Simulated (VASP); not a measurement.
Input of a VASP 6.6.1 run:

INCAR

```
SYSTEM = Ca4Dy
ALGO = Normal
EDIFF = 1E-7
EDIFFG = -0.01
ENCUT = 500
GGA = PE
GGA_COMPAT = .FALSE.
IBRION = 2
ISIF = 4
ISMEAR = 0
LASPH = .TRUE.
LCHARG = .FALSE.
LMAXMIX = 6
LREAL = .FALSE.
LWAVE = .FALSE.
NELM = 200
NELMIN = 4
NSW = 50
PREC = Accurate
SIGMA = 0.1
```

KPOINTS

```
k-points
0
G
  8 8 4
  0 0 0
```

The input POSCAR:

```
Ca4Dy
1.0
    4.6159838416      0.0000000000      0.0000000000
    0.0000000000      4.6159838416      0.0000000000
    0.0000000000      0.0000000000      8.9979155425
Ca Dy
4 1
Direct
    0.0000000000      0.5000000000      0.5000000000
    0.5000000000      0.0000000000      0.5000000000
    0.0000000000      0.0000000000      0.1889662778
    0.0000000000      0.0000000000      0.8110337222
    0.5000000000      0.5000000000      0.0000000000
```

Potentials or basis: VASP PAW PBE potentials, release 64 (Ca_sv, Dy_3), 4f in core.

Launch:

```sh
$ cat potpaw_PBE.64/Ca_sv/POTCAR potpaw_PBE.64/Dy_3/POTCAR > POTCAR
$ mpirun -np 1 vasp_std > vasp.out
```

(1) Estimate the band gap on the k mesh.

Answers

(1) zero (an odd number of electrons rules out a gap without spin polarisation).

Caveat: spin-orbit coupling is left out, which moves the levels of the heavy elements; the 4f electrons are frozen in the core, so they carry no moment and show no levels.
